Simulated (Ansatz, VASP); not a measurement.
One calculation of Si3Ni, two programs

```xyz
4
Lattice="3.7438 0.0000 0.0000 0.0000 3.7438 0.0000 0.0000 0.0000 3.7438" Properties=species:S:1:pos:R:3 pbc="T T T"
Si    1.8719    0.0000    0.0000
Si    0.0000    1.8719    0.0000
Si    0.0000    0.0000    1.8719
Ni    1.8719    1.8719    1.8719
```

Alike in both runs: functional PBE; k mesh 12 × 12 × 12; occupations gaussian, width 0.1 eV; collinear spin.

Ansatz relaxed the structure, and its values are those at the end. VASP's run is a single point on that final structure, the one shown.

|  | VASP | Ansatz |
| --- | --- | --- |
| version | VASP 6.6.1 | Ansatz 0.2.0 |
| potentials or method | VASP PAW PBE potentials, release 64 (Si, Ni), cutoff 520 eV | scalar-relativistic, plane waves, PAW |
| valence electrons in the cell | 22 | 30 |

```tsv
	VASP	Ansatz	Ansatz less VASP
gap on the k mesh at the Fermi level (eV)	none	none	-
pressure (GPa)	0.0	0.0	-0.04
net moment per atom (μB)	0.00	0.00	0.000
```

A gap of «none» marks a metal or a gap that the smearing closes. With one functional, cell and mesh, what is left measures potentials, basis and numerics. VASP's potentials hold 22 valence electrons a cell and Ansatz's 30, so a difference there can come from the potentials and not from the codes. Ansatz's warnings: seeded moment not kept.
